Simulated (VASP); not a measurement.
Runs of VASP 6.6.1 on Tc. The structure is that of space group Fm-3m (No. 225), or close to it. The cells are those of the table. This isn't the form of Tc at room conditions, which is hcp.

| task | cell | gap on the mesh (eV) | pressure (GPa) |
| --- | --- | --- | --- |
| single point | a = 2.794 Å, angles 60.0°, 1 atom | none | -24.8 |
| single point | a = 2.739 Å, angles 60.0°, 1 atom | none | -10.4 |
| single point | a = 2.767 Å, angles 60.0°, 1 atom | none | -18.2 |
| electric field gradients | a = 2.739 Å, angles 60.0°, 1 atom | none | -10.4 |
| electric field gradients | a = 2.758 Å, angles 60.0°, 1 atom | none | -15.8 |
| electric field gradients | a = 2.794 Å, angles 60.0°, 1 atom | none | -24.8 |
| single point | a = 2.701 Å, angles 60.0°, 1 atom | none | 2.5 |
| single point | a = 2.711 Å, angles 60.0°, 1 atom | none | (a) |
| electric field gradients | a = 2.701 Å, angles 60.0°, 1 atom | none | 2.5 |
| electric field gradients | a = 2.767 Å, angles 60.0°, 1 atom | none | -18.3 |

Alike in all rows: level PBEsol; potentials or basis VASP PAW PBE potentials, release 64 (Tc_pv); no spin polarisation; k mesh 18 × 18 × 18; cutoff (eV) 520; smearing fermi-dirac 0.03 eV.

Task: Fill in the values left out.

Result: (a) -1.0.

Caveats: the PAW data sets were made with another functional, which shifts forces and pressure a little; the cell stands under tension (at least some runs).

A k mesh can miss the band edges, and the runs leave out spin-orbit coupling on Tc.

A gap of «none» marks levels without a gap at the run's occupations.
